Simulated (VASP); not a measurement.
Here is a VASP 6.6.1 calculation.

File INCAR:

```
PREC = Accurate
ENCUT = 600
EDIFF = 1E-7
ISMEAR = 0
SIGMA = 0.1
LREAL = False
LASPH = True
NELM = 80
ALGO = Normal
ISIF = 3
LWAVE = False
LCHARG = False
GGA = PE
IBRION = 2
NSW = 90
EDIFFG = -0.04
```

Contents of KPOINTS:

```
regular mesh
0
Gamma
  6 6 6
```

File POSCAR:

```
Bi
1.0
    1.7576992892     -2.9914485325      0.0000000000
    1.7576992892      2.9914485325      0.0000000000
   -1.5559601174      0.0000000000      2.9955886763
Bi
1
Direct
    0.0000000000      0.0000000000      0.5000000000
```

Potentials or basis: VASP PAW PBE potentials, release 64 (Bi_d).

Command:

```bash
$ cat potpaw_PBE.64/Bi_d/POTCAR > POTCAR
$ mpirun -np 1 vasp_std > vasp.out
```

**Question.** Estimate the relaxed volume.

**Answer.** 31.42 Å³/atom.

**Question.** What does it give for the relaxed cell?

**Answer.** a = 3.467 Å, b = 3.467 Å, c = 3.468 Å, α = 105.00°, β = 105.00°, γ = 118.90°.

**Question.** Predict the space group after relaxing (to 0.05 Å).

**Answer.** I4/mmm (No. 139).

Final structure:
```cif
data_structure
_symmetry_space_group_name_H-M 'P 1'
_symmetry_Int_Tables_number 1
_cell_length_a 3.4673
_cell_length_b 3.4673
_cell_length_c 3.4681
_cell_angle_alpha 105.000
_cell_angle_beta 105.000
_cell_angle_gamma 118.896
_cell_volume 31.42
loop_
_atom_site_label
_atom_site_type_symbol
_atom_site_fract_x
_atom_site_fract_y
_atom_site_fract_z
_atom_site_occupancy
Bi1 Bi 0.00000 0.00000 0.50000 1
```

Caveat: the k points lie up to 0.39 Å⁻¹ apart in the final cell.
